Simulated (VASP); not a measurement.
# GaP in VASP: single point with PBE

Aim: the single point of GaP with PBE.

Everything below comes from runs of VASP 6.6.1. Logs are shortened: lines on timing, memory, paths and dates and some standing lists are left out, and cuts for length are marked.

## Step 1: The cell of the first run

The cell holds a slab with vacuum, 12 atoms: a = 3.893 Å, b = 5.505 Å, c = 24.732 Å, α = 90.00°, β = 90.00°, γ = 90.00°.

## Step 2: Single point, PBE

File INCAR:

```
SYSTEM = GaP
  PREC = Accurate
  ENCUT = 520
  EDIFF = 1E-6
  ISMEAR = 0
  SIGMA = 0.05
  LREAL = .False.
  LASPH = .True.
  NELM = 80
  ALGO = Normal
  ISIF = 2
  LWAVE = .False.
  LCHARG = .False.
  LDIPOL = .True.
  IDIPOL = 3
  DIPOL = 0.5 0.5 0.500
  GGA = PE
  NBANDS = 66
```

File KPOINTS:

```
regular mesh
0
Gamma
  7 5 1
  0 0 0
```

File POSCAR:

```
GaP
1.0
    3.8926748908      0.0000000000      0.0000000000
    0.0000000000      5.5050736245      0.0000000000
    0.0000000000      0.0000000000     24.7316872270
Ga P
6 6
Direct
    0.5000000000      0.4463077587      0.3203610553
    0.0000000000      0.0182057470      0.3782979497
    0.5000000000      0.5150934924      0.4621300705
    0.0000000000      0.0150909811      0.5378687863
    0.5000000000      0.5182027774      0.6216992809
    0.0000000000     -0.0537026387      0.6796389373
    0.0000000000      0.2390199722      0.2947393554
    0.5000000000      0.7680497612      0.3827678857
    0.0000000000      0.2633397317      0.4592580662
    0.5000000000      0.7633403259      0.5407432719
    0.0000000000      0.2680420797      0.6172350661
    0.5000000000      0.7390100113      0.7052602747
```

Potentials or basis: VASP PAW PBE potentials, release 64 (Ga_d, P).

The run is started by

```bash
$ cat potpaw_PBE.64/Ga_d/POTCAR potpaw_PBE.64/P/POTCAR > POTCAR
$ mpirun -np 1 vasp_std > vasp.out
```

OUTCAR:

```text
SYSTEM = GaP
   PREC = Accurate
   ENCUT = 520
   EDIFF = 1E-6
   ISMEAR = 0
   LREAL = .False.
   LASPH = .True.
   NELM = 80
   ISIF = 2
   GGA = PE

 ion  position               nearest neighbor table
   1  0.500  0.446  0.320-   7 2.34   7 2.34   8 2.35
   2  0.000  0.018  0.378-   8 2.39   8 2.39   7 2.40   9 2.41
   3  0.500  0.515  0.462-  10 2.38   9 2.39   9 2.39   8 2.41
   4  0.000  0.015  0.538-   9 2.38  10 2.39  10 2.39  11 2.41
   5  0.500  0.518  0.622-  11 2.39  11 2.39  12 2.40  10 2.41
   6  0.000  0.946  0.680-  12 2.34  12 2.34  11 2.35
   7  0.000  0.239  0.295-   1 2.34   1 2.34   2 2.40
   8  0.500  0.768  0.383-   1 2.35   2 2.39   2 2.39   3 2.41
   9  0.000  0.263  0.459-   4 2.38   3 2.39   3 2.39   2 2.41
  10  0.500  0.763  0.541-   3 2.38   4 2.39   4 2.39   5 2.41
  11  0.000  0.268  0.617-   6 2.35   5 2.39   5 2.39   4 2.41
  12  0.500  0.739  0.705-   6 2.34   6 2.34   5 2.40

  LATTYP: Found a simple orthorhombic cell.
 ALAT       =     3.8926748908
 B/A-ratio  =     1.4142135624
 C/A-ratio  =     6.3533914136

  Lattice vectors:

 A1 = (   3.8926748908,   0.0000000000,   0.0000000000)
 A2 = (   0.0000000000,   5.5050736245,   0.0000000000)
 A3 = (   0.0000000000,   0.0000000000,  24.7316872270)

Analysis of symmetry for initial positions (statically):
=====================================================================
 Subroutine PRICEL returns:
 Original cell was already a primitive cell.

 Routine SETGRP: Setting up the symmetry group for a
 simple orthorhombic supercell.

 Subroutine GETGRP returns: Found  2 space group operations
 (whereof  2 operations were pure point group operations)
 out of a pool of  8 trial point group operations.

The static configuration has the point symmetry C_1h.

Analysis of symmetry for dynamics (positions and initial velocities):
=====================================================================
 Subroutine PRICEL returns:
 Original cell was already a primitive cell.

 Routine SETGRP: Setting up the symmetry group for a
 simple orthorhombic supercell.

 Subroutine GETGRP returns: Found  2 space group operations
 (whereof  2 operations were pure point group operations)
 out of a pool of  8 trial point group operations.

The dynamic configuration has the point symmetry C_1h.
[... 120 lines left out ...]
   EFERMI =   0.00;   METHOD = LEGACY
   ISMEAR =     0;   SIGMA  =   0.05  broadening in eV -4-tet -1-fermi 0-gaus
   EFERMI_NEDOS =   21; number of points for ismear=-14 and -15
   IALGO  =     38    algorithm
   IMIX   =      4    mixing-type and parameters
     AMIX     =   0.40;   BMIX     =  1.00
     AMIX_MAG =   1.60;   BMIX_MAG =  1.00
  volume/ion in A,a.u.               =      44.17       298.04
  Fermi-wavevector in a.u.,A,eV,Ry     =   0.963373  1.820511 12.627394  0.928087
  Thomas-Fermi vector in A             =   2.092913
   LORBIT       =      0    0 simple, 1 ext, 2 COOP (PROOUT), +10 PAW based schemes
   GGA     = PE    functional components
   LHFCALC =     F    Hartree Fock is set to
   AEXX    =    0.0000 exact exchange contribution
   IVDW    =     0    specifies the selected vdW correction
   LEPSILON=     F    determine dielectric tensor
   LRPA    =     F    only Hartree local field effects (RPA)
 non-spin polarized calculation
 Gauss-broadening in eV      SIGMA  =   0.05
  energy-cutoff  :      520.00
  volume of cell :      529.99
 maximum number of plane-waves:     14301
 NGX is ok and might be reduce to    30
   NGX = 15   NGY = 21   NGZ = 91

 dipolmoment           0.000000      0.000000     -0.000000 electrons x Angstroem

 number of electron     108.0000003 magnetization

 dipolmoment           0.000000      0.000000      0.000031 electrons x Angstroem

 Free energy of the ion-electron system (eV)
  ---------------------------------------------------
  ext. energy  EPLUGINS =         0.00000000
  ---------------------------------------------------
  free energy    TOTEN  =       -52.77089907 eV

  energy without entropy =      -52.77089907  energy(sigma->0) =      -52.77089907

 E-fermi :  -0.5271     XC(G=0):  -5.1626

 val. band max:       -0.7724770878   @ k =   0.0000   0.0000   0.0000
 cond. band min:       0.4333936295   @ k =   0.4286   0.0000   0.0000
 fundamental gap:      1.2058707173
 Fermi energy:        -0.5271161615

 k-point     1 :       0.0000    0.0000    0.0000
  band No.  band energies     occupation
      1     -15.4763      2.00000
      2     -15.4760      2.00000
      3     -15.3846      2.00000
      4     -15.3831      2.00000
      5     -15.3350      2.00000
      6     -15.3347      2.00000
[... 817 lines left out ...]
     65       4.2097      0.00000
     66       4.2849      0.00000

------------------------ aborting loop because EDIFF is reached ----------------------------------------

 vacuum level on the upper side and lower side of the slab       (xc-potential included)        -0.116        -0.116

  FORCE on cell =-STRESS in cart. coord.  units (eV):
  Direction    XX          YY          ZZ          XY          YZ          ZX
  --------------------------------------------------------------------------------------
  -------------------------------------------------------------------------------------
  Total       -2.1543413     -0.6690296     -0.0576079      0.0000000     -0.0009187      0.0000000
  in kB       -6.5126851     -2.0225111     -0.1741517      0.0000000     -0.0027773      0.0000000
  external PRESSURE =      -2.9031160 kB  Pullay stress =       0.0000000 kB

 VOLUME and BASIS-vectors are now :
 -----------------------------------------------------------------------------
  energy-cutoff  :      520.00
  volume of cell :      529.99
      direct lattice vectors                 reciprocal lattice vectors
     3.892674891  0.000000000  0.000000000     0.256892761  0.000000000  0.000000000
     0.000000000  5.505073624  0.000000000     0.000000000  0.181650613  0.000000000
     0.000000000  0.000000000 24.731687227     0.000000000  0.000000000  0.040433958

 POSITION                                       TOTAL-FORCE (eV/Angst)
 -----------------------------------------------------------------------------------
      1.94634      2.45696      7.92307         0.000000      0.001855      0.008113
      0.00000      0.10022      9.35595         0.000000      0.003574      0.001420
      1.94634      2.83563     11.42926         0.000000     -0.002897      0.004203
      0.00000      0.08308     13.30240         0.000000     -0.002748     -0.003385
      1.94634      2.85274     15.37567         0.000000      0.003313     -0.000717
      0.00000      5.20944     16.80862         0.000000      0.001722     -0.007842
      0.00000      1.31582      7.28940         0.000000      0.003513      0.002949
      1.94634      4.22817      9.46650         0.000000     -0.009715     -0.013470
      0.00000      1.44970     11.35823         0.000000      0.003770     -0.004829
      1.94634      4.20224     13.37349         0.000000      0.003665      0.004041
      0.00000      1.47559     15.26526         0.000000     -0.009550      0.012645
      1.94634      4.06830     17.44228         0.000000      0.003499     -0.003128
 -----------------------------------------------------------------------------------
    total drift:                                0.000000      0.000809      0.000021

  FREE ENERGIE OF THE ION-ELECTRON SYSTEM (eV)
  ---------------------------------------------------
  free  energy   TOTEN  =       -52.7708990702 eV

  energy  without entropy=      -52.7708990702  energy(sigma->0) =      -52.77089907

 vacuum level on the upper side and lower side of the slab         4.473         4.472
```

stdout:

```text
POSCAR found type information on POSCAR GaP
 POSCAR found :  2 types and      12 ions
 scaLAPACK will be used
 LDA part: xc-table for (Slater+PW92), standard interpolation
 POSCAR, INCAR and KPOINTS ok, starting setup
 FFT: planning ... GRIDC
 FFT: planning ... GRID_SOFT
 FFT: planning ... GRID
 WAVECAR not read
 entering main loop
```

Wall time 29 min (1 thread of Intel Xeon 8259CL, shared host); peak memory 0.69 GiB.

What came out:

- Free energy: -52.7709 eV
- Largest force: 0.017 eV/Å
- Band gap on the k mesh: 1.21 eV (least direct gap 1.75 eV)

Forces in eV/Å, atoms in the order of the input:
```
Ga   0.000  0.002  0.008
Ga   0.000  0.004  0.001
Ga   0.000 -0.003  0.004
Ga   0.000 -0.003 -0.003
Ga   0.000  0.003 -0.001
Ga   0.000  0.002 -0.008
P    0.000  0.004  0.003
P    0.000 -0.010 -0.013
P    0.000  0.004 -0.005
P    0.000  0.004  0.004
P    0.000 -0.010  0.013
P    0.000  0.003 -0.003
```

Levels at points of the mesh, in eV from the valence-band top:
| k point | band 52 | band 53 | band 54 | band 55 | band 56 | band 57 |
| --- | --- | --- | --- | --- | --- | --- |
| (0.00, 0.00, 0.00) | -0.30 | -0.23 | 0.00 | 1.75 | 1.81 | 2.08 |
